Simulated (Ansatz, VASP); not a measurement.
# One calculation of CdS, two programs

Contents of INCAR:

```
PREC = Accurate
ENCUT = 520
EDIFF = 1E-6
ISMEAR = -1
SIGMA = 0.02
LREAL = False
LASPH = True
NELM = 60
ALGO = Normal
ISIF = 2
LWAVE = False
LCHARG = False
GGA = PE
NBANDS = 16
```

File KPOINTS:

```
regular mesh
0
Gamma
  8 8 8
```

POSCAR

```
CdS
1.0
    0.0373406315      2.9471633247      2.9471633247
    2.9471633247      0.0373406315      2.9471633247
    2.9471633247      2.9471633247      0.0373406315
Cd S
1 1
Direct
    0.0014428186      0.0014428186      0.0014428186
    0.2485571814      0.2485571814      0.2485571814
```

Input for Ansatz:

```yaml
crystal:
  lattice:
    - [0.0373406315, 2.9471633247, 2.9471633247]
    - [2.9471633247, 0.0373406315, 2.9471633247]
    - [2.9471633247, 2.9471633247, 0.0373406315]
  atoms:
    - { symbol: Cd, position: [0.0014428186, 0.0014428186, 0.0014428186] }
    - { symbol: S, position: [0.2485571814, 0.2485571814, 0.2485571814] }
kpoints:
  mp_grid: { grid: [8, 8, 8] }
  band_path:
    path:
      - [0.0, 0.0, 0.0]
      - [-0.5, -0.5, 0.0]
      - [-0.375, -0.375, 0.25]
      - [-0.375, 0.0, 0.375]
      - [0.0, 0.0, 0.5]
      - [-0.5, -0.25, 0.25]
    npoints: 1
hamiltonian:
  xc: pbe
scf:
  occupations: { method: fermi_dirac, width: 0.02 }
  n_extra_bands: 4
output:
  forces: true
  stress: true
  eigenvalues: true
```

Change from the starting cell: epitaxial_111 strain -1.0%.

Alike in both runs: task single point; functional PBE; k mesh 8 × 8 × 8; occupations fermi-dirac, width 0.02 eV; no spin polarisation.

|  | VASP | Ansatz |
| --- | --- | --- |
| version | VASP 6.6.1 | Ansatz 0.2.0 |
| potentials or method | VASP PAW PBE potentials, release 64 (Cd, S) | plane waves, PAW |
| plane-wave cutoff (eV) | 520 | 420 |
| valence electrons in the cell | 18 | 26 |

Ansatz gave:

| Item | Value |
| --- | --- |
| gap on the k mesh at the Fermi level (eV) | 1.09 |
| pressure (GPa) | 2.0 |
| traceless stress, the component that is largest in VASP (GPa) | -0.31 |

Problem. What did VASP give for the same quantities?

Solution. gap on the k mesh at the Fermi level (eV): 1.09; pressure (GPa): 2.4; traceless stress, the component that is largest in VASP (GPa): -0.31.

With one functional, cell and mesh, what is left measures potentials, basis and numerics. VASP's potentials hold 18 valence electrons a cell and Ansatz's 26, so a difference there can come from the potentials and not from the codes.
